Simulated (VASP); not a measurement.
# BaS (I-4m2) in VASP: a series of runs

The runs below take BaS through single point, with PBE, r2SCAN.

Program: VASP 6.6.1. These are calculated values, not measurements. Logs are shortened: lines on timing, memory, paths and dates and some standing lists are left out, and cuts for length are marked.

### 1 The cell of the first run

It takes space group I-4m2 (No. 119, tetragonal). The conventional cell has a = 4.977 Å, b = 4.977 Å, c = 7.438 Å, α = 90.00°, β = 90.00°, γ = 90.00°. Ba (site symmetry -4m2) has 4 S at 3.11 Å within 4.1 Å. S (site symmetry -4m2) has 4 Ba at 3.11 Å within 4.1 Å.

### 2 Single point, PBE (uniaxial x strain +5.7%)

Contents of INCAR:

```
ALGO = Fast
EDIFF = 1E-6
ENCUT = 520
GGA = PE
ISIF = 2
ISMEAR = -1
LASPH = True
LCHARG = False
LREAL = False
LWAVE = False
NBANDS = 15
NELM = 100
PREC = Accurate
SIGMA = 0.02
```

Contents of KPOINTS:

```
k-points
0
Gamma
  6 6 6
```

Contents of POSCAR:

```
BaS
1.0
    0.0000000000      3.5194117709      3.5194117709
    3.7189624183      0.0000000000      3.5194117709
    3.7189624183      3.5194117709      0.0000000000
Ba S
1 1
Direct
    0.0000000000      0.0000000000      0.0000000000
    0.2500000000      0.2500000000      0.2500000000
```

Potentials or basis: VASP PAW PBE potentials, release 64 (Ba_sv, S).

On the command line:

```
$ cat potpaw_PBE.64/Ba_sv/POTCAR potpaw_PBE.64/S/POTCAR > POTCAR
$ mpirun -np 1 vasp_std > vasp.out
```

OUTCAR:

```text
EDIFF = 1E-6
   ENCUT = 520
   GGA = PE
   ISIF = 2
   ISMEAR = -1
   LASPH = True
   LREAL = False
   NELM = 100
   PREC = Accurate

 ion  position               nearest neighbor table
   1  0.000  0.000  0.000-   2 3.11   2 3.11   2 3.11   2 3.11
   2  0.250  0.250  0.250-   1 3.11   1 3.11   1 3.11   1 3.11

  LATTYP: Found a body centered tetragonal cell.
 ALAT       =     4.9771998580
 C/A-ratio  =     1.4943994714

  Lattice vectors:

 A1 = (   3.7189624183,   0.0000000000,   3.5194117709)
 A2 = (   3.7189624183,   0.0000000000,  -3.5194117709)
 A3 = (  -3.7189624183,   3.5194117709,   0.0000000000)

Analysis of symmetry for initial positions (statically):
=====================================================================
 Subroutine PRICEL returns:
 Original cell was already a primitive cell.

 Routine SETGRP: Setting up the symmetry group for a
 body centered tetragonal supercell.

 Subroutine GETGRP returns: Found  8 space group operations
 (whereof  8 operations were pure point group operations)
 out of a pool of 16 trial point group operations.

The static configuration has the point symmetry D_2d.

Analysis of symmetry for dynamics (positions and initial velocities):
=====================================================================
 Subroutine PRICEL returns:
 Original cell was already a primitive cell.

 Routine SETGRP: Setting up the symmetry group for a
 body centered tetragonal supercell.

 Subroutine GETGRP returns: Found  8 space group operations
 (whereof  8 operations were pure point group operations)
 out of a pool of 16 trial point group operations.

The dynamic configuration has the point symmetry D_2d.

 Subroutine INISYM returns: Found  8 space group operations
 (whereof  8 operations are pure point group operations),
 and found     1 'primitive' translations

----------------------------------------------------------------------------------------

                                     Primitive cell

  volume of cell :      92.1281

  direct lattice vectors                    reciprocal lattice vectors
     0.000000000  3.519411771  3.519411771    -0.134446102  0.142069196  0.142069196
     3.718962418  0.000000000  3.519411771     0.134446102 -0.142069196  0.142069196
     3.718962418  3.519411771  0.000000000     0.134446102  0.142069196 -0.142069196

  length of vectors
     4.977199858  5.120248107  5.120248107     0.241750009  0.241750009  0.241750009

  position of ions in fractional coordinates (direct lattice)
     0.000000000  0.000000000  0.000000000
     0.250000000  0.250000000  0.250000000

  ion indices of the primitive-cell ions
   primitive index   ion index
                 1           1
                 2           2

----------------------------------------------------------------------------------------

 KPOINTS: k-points

Automatic generation of k-mesh.
 Grid dimensions read from file:
 generate k-points for:    6    6    6

 Generating k-lattice:

  Cartesian coordinates                     Fractional coordinates (reciprocal lattice)
    -0.022407684  0.023678199  0.023678199     0.166666667 -0.000000000 -0.000000000
     0.022407684 -0.023678199  0.023678199     0.000000000  0.166666667  0.000000000
     0.022407684  0.023678199 -0.023678199     0.000000000  0.000000000  0.166666667

  Length of vectors
     0.040291668  0.040291668  0.040291668

  Shift w.r.t. Gamma in fractional coordinates (k-lattice)
     0.000000000  0.000000000  0.000000000

 Subroutine IBZKPT returns following result:
 ===========================================

 Found     30 irreducible k-points:

 Following reciprocal coordinates:
            Coordinates               Weight
  0.000000  0.000000  0.000000      1.000000
  0.166667 -0.000000 -0.000000      8.000000
  0.333333 -0.000000 -0.000000      8.000000
  0.500000 -0.000000 -0.000000      4.000000
  0.166667  0.166667  0.000000      4.000000
  0.333333  0.166667 -0.000000     16.000000
[... 16 lines left out ...]
 -0.333333  0.500000  0.166667      4.000000
  0.333333 -0.333333  0.166667      8.000000
 [... further k-points ...]
   k-points           NKPTS =     30   k-points in BZ     NKDIM =     30   number of bands    NBANDS=     15
   number of dos      NEDOS =    301   number of ions     NIONS =      2
   total plane-waves  NPLWV =  64000
   dimension x,y,z NGX =    40 NGY =   40 NGZ =   40
   dimension x,y,z NGXF=    80 NGYF=   80 NGZF=   80
   ions per type =               1   1
   NGX,Y,Z   is equivalent  to a cutoff of  13.36, 12.99, 12.99 a.u.
   NGXF,Y,Z  is equivalent  to a cutoff of  26.72, 25.97, 25.97 a.u.
 SYSTEM =  unknown system
   PREC   = accura    normal or accurate (medium, high low for compatibility)
   ISTART =      0    job   : 0-new  1-cont  2-samecut
   ICHARG =      2    charge: 1-file 2-atom 10-const
   ISPIN  =      1    spin polarized calculation?
   LNONCOLLINEAR =      F non collinear calculations
   LSORBIT =      F    spin-orbit coupling
   LASPH  =      T    aspherical Exc in radial PAW
   ENCUT  =  520.0 eV  38.22 Ry    6.18 a.u.   9.25  9.52  9.52*2*pi/ulx,y,z
   NELM   =    100;   NELMIN=  2; NELMDL= -5     # of ELM steps
   EDIFF  = 0.1E-05   stopping-criterion for ELM
   LREAL  =      F    real-space projection
[... 7 lines left out ...]
   TEBEG  =    0.0;   TEEND  =   0.0 temperature during run
   PSTRESS=    0.0 pullay stress
   NELECT =      16.0000    total number of electrons
   NUPDOWN=      -1.0000    fix difference up-down
   EMIN   =  10.00;   EMAX   =-10.00  energy-range for DOS
   EFERMI =   0.00;   METHOD = LEGACY
   ISMEAR =    -1;   SIGMA  =   0.02  broadening in eV -4-tet -1-fermi 0-gaus
   EFERMI_NEDOS =   21; number of points for ismear=-14 and -15
   IALGO  =     68    algorithm
   IMIX   =      4    mixing-type and parameters
     AMIX     =   0.40;   BMIX     =  1.00
     AMIX_MAG =   1.60;   BMIX_MAG =  1.00
  volume/ion in A,a.u.               =      46.06       310.86
  Fermi-wavevector in a.u.,A,eV,Ry     =   0.913379  1.726035 11.350803  0.834261
  Thomas-Fermi vector in A             =   2.037883
   LORBIT       =      0    0 simple, 1 ext, 2 COOP (PROOUT), +10 PAW based schemes
   GGA     = PE    functional components
   LHFCALC =     F    Hartree Fock is set to
   AEXX    =    0.0000 exact exchange contribution
   IVDW    =     0    specifies the selected vdW correction
   LEPSILON=     F    determine dielectric tensor
   LRPA    =     F    only Hartree local field effects (RPA)
 non-spin polarized calculation
 RMM-DIIS sequential band-by-band and
  energy-cutoff  :      520.00
  volume of cell :       92.13
 maximum number of plane-waves:      2517
 NGX is ok and might be reduce to    40
   NGX = 19   NGY = 19   NGZ = 19

 number of electron      16.0000001 magnetization

 Free energy of the ion-electron system (eV)
  ---------------------------------------------------
  ext. energy  EPLUGINS =         0.00000000
  ---------------------------------------------------
  free energy    TOTEN  =        -9.71896414 eV

  energy without entropy =       -9.71896414  energy(sigma->0) =       -9.71896414

 E-fermi :   0.0903     XC(G=0):  -6.9812

 val. band max:       -0.3581068355   @ k =  -0.1667   0.5000   0.3333
 cond. band min:       2.2850487304   @ k =   0.0000   0.0000   0.0000
 fundamental gap:      2.6431555659
 Fermi energy:         0.0902943522

 k-point     1 :       0.0000    0.0000    0.0000
  band No.  band energies     occupation
      1     -26.6579      2.00000
      2     -11.8270      2.00000
      3     -11.8270      2.00000
      4     -11.8129      2.00000
      5     -10.2142      2.00000
      6      -0.9878      2.00000
      7      -0.9487      2.00000
      8      -0.9487      2.00000
      9       2.2850      0.00000
     10       4.3946      0.00000
     11       4.7514      0.00000
     12       6.0925      0.00000
     13       6.4958      0.00000
     14       6.4958      0.00000
     15       9.0326      0.00000

 k-point     2 :       0.1667   -0.0000   -0.0000
  band No.  band energies     occupation
      1     -26.6552      2.00000
      2     -11.9666      2.00000
      3     -11.8332      2.00000
      4     -11.8267      2.00000
      5     -10.0619      2.00000
      6      -1.0468      2.00000
      7      -0.9127      2.00000
      8      -0.8831      2.00000
      9       2.8367      0.00000
     10       4.2769      0.00000
     11       4.5390      0.00000
     12       6.0231      0.00000
     13       6.5848      0.00000
     14       6.7559      0.00000
     15       7.9460      0.00000

 k-point     3 :       0.3333   -0.0000   -0.0000
  band No.  band energies     occupation
      1     -26.6499      2.00000
      2     -12.1975      2.00000
      3     -11.8457      2.00000
      4     -11.8454      2.00000
      5      -9.8199      2.00000
      6      -1.0377      2.00000
      7      -0.8166      2.00000
      8      -0.7579      2.00000
      9       3.7269      0.00000
     10       4.3985      0.00000
     11       4.5062      0.00000
     12       5.4020      0.00000
     13       6.3675      0.00000
     14       6.4436      0.00000
     15       7.0340      0.00000
[... 343 lines left out ...]
 k-point    23 :      -0.3333    0.5000    0.1667
  band No.  band energies     occupation
      1     -26.6435      2.00000
      2     -12.3378      2.00000
      3     -11.9151      2.00000
      4     -11.9146      2.00000
      5      -9.5670      2.00000
      6      -1.1132      2.00000
      7      -0.6735      2.00000
      8      -0.3688      2.00000
      9       3.0395      0.00000
     10       3.9106      0.00000
     11       5.2457      0.00000
     12       5.7605      0.00000
     13       6.6352      0.00000
     14       7.8008      0.00000
     15       7.9247      0.00000

 k-point    24 :       0.3333   -0.3333    0.1667
  band No.  band energies     occupation
      1     -26.6440      2.00000
      2     -12.3156      2.00000
      3     -11.9416      2.00000
      4     -11.8722      2.00000
      5      -9.6120      2.00000
      6      -0.9470      2.00000
      7      -0.8011      2.00000
      8      -0.5298      2.00000
      9       3.1934      0.00000
     10       4.0089      0.00000
     11       5.0914      0.00000
     12       6.1561      0.00000
     13       6.2714      0.00000
     14       6.9815      0.00000
     15       8.3528      0.00000

 [... further k-points ...]

------------------------ aborting loop because EDIFF is reached ----------------------------------------

  FORCE on cell =-STRESS in cart. coord.  units (eV):
  Direction    XX          YY          ZZ          XY          YZ          ZX
  --------------------------------------------------------------------------------------
  -------------------------------------------------------------------------------------
  Total       -0.7872498     -0.5524934     -0.5524934      0.0000000      0.0000000     -0.0000000
  in kB      -13.6908750     -9.6082813     -9.6082813      0.0000000      0.0000000     -0.0000000
  external PRESSURE =     -10.9691459 kB  Pullay stress =       0.0000000 kB

 VOLUME and BASIS-vectors are now :
 -----------------------------------------------------------------------------
  energy-cutoff  :      520.00
  volume of cell :       92.13
      direct lattice vectors                 reciprocal lattice vectors
     0.000000000  3.519411771  3.519411771    -0.134446102  0.142069196  0.142069196
     3.718962418  0.000000000  3.519411771     0.134446102 -0.142069196  0.142069196
     3.718962418  3.519411771  0.000000000     0.134446102  0.142069196 -0.142069196

 POSITION                                       TOTAL-FORCE (eV/Angst)
 -----------------------------------------------------------------------------------
      0.00000      0.00000      0.00000        -0.000000      0.000000      0.000000
      1.85948      1.75971      1.75971         0.000000     -0.000000     -0.000000
 -----------------------------------------------------------------------------------
    total drift:                                0.000000     -0.000000     -0.000000

  FREE ENERGIE OF THE ION-ELECTRON SYSTEM (eV)
  ---------------------------------------------------
  free  energy   TOTEN  =        -9.7189641394 eV

  energy  without entropy=       -9.7189641394  energy(sigma->0) =       -9.71896414
```

Run time: 49 s. Hardware: 1 thread of AMD EPYC 9R45 (Zen 5), shared host; peak memory 0.21 GiB.

Results:

| Property | Result |
| --- | --- |
| Free energy | -9.7190 eV |
| Pressure | -1.1 GPa |
| Band gap on the k mesh | 2.64 eV (least direct gap 3.23 eV) |

Stress tensor (GPa, compression positive):
```
-1.37  0.00  0.00
 0.00 -0.96  0.00
 0.00  0.00 -0.96
```

Caveat: the cell differs from its parent crystal (uniaxial x strain +5.7%); spin-orbit coupling is left out, which moves the levels of the heavy elements. A k mesh can miss the band edges.

### 3 Single point, r2SCAN (uniaxial x strain +5.7%)

POSCAR is that of step 2.

Contents of INCAR.step1:

```
SYSTEM = BaS
ALGO = Normal
EDIFF = 1E-4
ENCUT = 520
GGA = PE
ISMEAR = 0
LASPH = .TRUE.
LCHARG = .FALSE.
LREAL = .FALSE.
LWAVE = .TRUE.
NBANDS = 15
NELM = 100
PREC = Accurate
SIGMA = 0.01
```

Contents of INCAR.step2:

```
SYSTEM = BaS
ALGO = Normal
EDIFF = 1E-6
ENCUT = 520
ISIF = 2
ISMEAR = 0
ISTART = 1
LASPH = .TRUE.
LCHARG = .TRUE.
LELF = .TRUE.
LMIXTAU = .TRUE.
LREAL = .FALSE.
LVHAR = .TRUE.
LWAVE = .FALSE.
METAGGA = R2SCAN
NBANDS = 15
NELM = 100
PREC = Accurate
SIGMA = 0.01
```

Contents of KPOINTS:

```
k-points
0
G
  6 6 6
  0 0 0
```

Potentials or basis: VASP PAW PBE potentials, release 64 (Ba_sv, S).

On the command line:

```
$ cat potpaw_PBE.64/Ba_sv/POTCAR potpaw_PBE.64/S/POTCAR > POTCAR
$ cp INCAR.step1 INCAR
$ mpirun -np 1 vasp_std > vasp.out
$ cp INCAR.step2 INCAR
$ mpirun -np 1 vasp_std > vasp.out
```

It took 2.3 min on 1 thread of AMD EPYC 9R45 (Zen 5), shared host; peak memory 0.24 GiB.

It converged, with:

- Free energy: -38.6010 eV
- Pressure: -1.2 GPa
- Band gap on the k mesh: 2.97 eV (least direct gap 3.56 eV)

Stress tensor (GPa, compression positive):
```
-1.40  0.00  0.00
 0.00 -1.04  0.00
 0.00  0.00 -1.04
```

Levels at points of the mesh, in eV from the valence-band top:
| k point | band 5 | band 6 | band 7 | band 8 | band 9 | band 10 | band 11 | band 12 |
| --- | --- | --- | --- | --- | --- | --- | --- | --- |
| (0.00, 0.00, 0.00) | -10.30 | -0.63 | -0.59 | -0.59 | 2.97 | 5.25 | 5.62 | 6.93 |
| (0.50, 0.00, 0.00) | -9.75 | -0.60 | -0.42 | -0.34 | 4.63 | 5.56 | 5.61 | 5.69 |
| (0.50, 0.50, 0.00) | -9.61 | -0.99 | -0.08 | -0.02 | 3.71 | 4.87 | 6.61 | 6.69 |
| (0.00, 0.50, 0.50) | -9.54 | -1.02 | 0.00 | 0.00 | 3.57 | 4.81 | 6.58 | 6.58 |

Caveat: the cell differs from its parent crystal (uniaxial x strain +5.7%); the PAW data sets were made with another functional, which shifts forces and pressure a little; spin-orbit coupling is left out, which moves the levels of the heavy elements. A k mesh can miss the band edges.
